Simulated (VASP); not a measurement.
The system is CoPd3.

```
CELL_PARAMETERS angstrom
7.70075 0.00000 0.00000
0.00000 3.85038 0.00000
0.00000 0.00000 3.85038
ATOMIC_POSITIONS crystal
Co 0.00000 0.00000 0.00000
Co 0.50000 0.00000 0.00000
Pd 0.00000 0.50000 0.50000
Pd 0.25000 0.00000 0.50000
Pd 0.25000 0.50000 0.00000
Pd 0.50000 0.50000 0.50000
Pd 0.75000 0.00000 0.50000
Pd 0.75000 0.50000 0.00000
```

Base run:

- Program: VASP 6.6.1
- Functional: PBEsol
- Potentials or basis: VASP PAW PBE potentials, release 64 (Co, Pd)
- Cutoff: 520 eV
- k mesh: 3 × 6 × 6
- Occupations: fermi-dirac, width 0.15 eV
- Spin: no spin polarisation

Its results: pressure -9.7 GPa.

Question: The run is repeated on the same cell with these changes: spin from no spin polarisation to collinear spin, ferromagnetic start; further incar settings from ALGO = Normal; EDIFF = 1e-06; NBANDS = 49 to ALGO = Normal; EDIFF = 1e-07; NBANDS = 53. What comes out?

Answer: Pressure -6.9 GPa; net moment 5.48 μB per cell; site moments Co +2.01; Pd +0.24 μB.

Caveats: the PAW data sets were made with another functional, which shifts forces and pressure a little.
